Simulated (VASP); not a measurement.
Write the native input for VASP 6.6.1 that does the following.

* Task: single point
* Functional: PBE
* Potentials or basis: VASP PAW PBE potentials, release 64 (Ge_d)
* Cutoff: 520 eV
* k mesh: 14 × 14 × 14
* Occupations: gaussian, width 0.15 eV
* Spin: no spin polarisation
* Dipole correction: no
* Further INCAR settings: ALGO = Fast; EDIFF = 1e-06; NBANDS = 21

The structure of Ge lies in POSCAR:

```
Ge
1.0
    0.0000000000      2.8146261500      2.8287700000
    2.8429138500      0.0000000000      2.8287700000
    2.8429138500      2.8146261500      0.0000000000
Ge
2
Direct
    0.5000000000      0.5000000000      0.5000000000
    0.7500000000      0.7500000000      0.7500000000
```

This cell differs from its parent crystal: strain +0.0050 x Voigt [1, -1, 0, 0, 0, 0].

These files were run (other wordings do the same):

INCAR

```
SYSTEM = Ge
ALGO = Fast
EDIFF = 1E-6
ENCUT = 520
GGA = PE
ISIF = 2
ISMEAR = 0
LASPH = .True.
LCHARG = .False.
LREAL = .False.
LWAVE = .False.
NBANDS = 21
NELM = 60
PREC = Accurate
SIGMA = 0.15
```

KPOINTS

```
k-points
0
Gamma
  14 14 14
  0 0 0
```

Potentials or basis: VASP PAW PBE potentials, release 64 (Ge_d).

Command:

```console
$ cat potpaw_PBE.64/Ge_d/POTCAR > POTCAR
$ mpirun -np 1 vasp_std > vasp.out
```

Results of the run:

```yaml
Pressure: 3.7 GPa
Band_gap_on_the_k_mesh: zero (filled and empty bands touch)
```

Caveat: the cell differs from its parent crystal (strain +0.0050 x Voigt [1, -1, 0, 0, 0, 0]); the cell stands under pressure; semilocal functionals underestimate gaps, and a narrow one can read as zero.

It took 6.5 min on 1 thread of Oxide Virtual Turin-like Processor, with other jobs on the host, peak memory 0.38 GiB.
